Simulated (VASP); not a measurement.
Set up this calculation in VASP 6.6.1, as the native input.

| Property | Result |
| --- | --- |
| Task | single point |
| Functional | PBE |
| Potentials or basis | VASP PAW PBE potentials, release 64 (B, P) |
| Cutoff | 520 eV |
| k mesh | 8 × 8 × 8 |
| Occupations | gaussian, width 0.01 eV |
| Spin | no spin polarisation |
| Dipole correction | no |
| Further INCAR settings | ALGO = Normal; EDIFF = 1e-07; NBANDS = 11 |

The structure of BP lies in POSCAR:

```
BP
1.0
    0.0000000000      2.3135014941      2.3135014941
    2.3135014941      0.0000000000      2.3135014941
    2.3135014941      2.3135014941      0.0000000000
B P
1 1
Direct
    0.0000000000      0.0000000000      0.0000000000
    0.2500000000      0.2500000000      0.2500000000
```

One way to write it, as run:

INCAR

```
PREC = Accurate
ENCUT = 520
EDIFF = 1E-7
ISMEAR = 0
SIGMA = 0.01
LREAL = False
LASPH = True
NELM = 60
ALGO = Normal
ISIF = 2
LWAVE = False
LCHARG = False
GGA = PE
NBANDS = 11
```

KPOINTS

```
Automatic mesh
0
Gamma
  8 8 8
```

Potentials or basis: VASP PAW PBE potentials, release 64 (B, P).

Launch:

```bash
$ cat potpaw_PBE.64/B/POTCAR potpaw_PBE.64/P/POTCAR > POTCAR
$ mpirun -np 1 vasp_std > vasp.out
```

Results of the run:

```json
{
 "Pressure": "-7.7 GPa",
 "Band gap on the k mesh": "1.34 eV, indirect (least direct gap 3.32 eV)"
}
```

Wall time 3.4 s on 1 thread of AMD EPYC 9R45 (Zen 5) (shared host), peak memory 0.1 GiB.
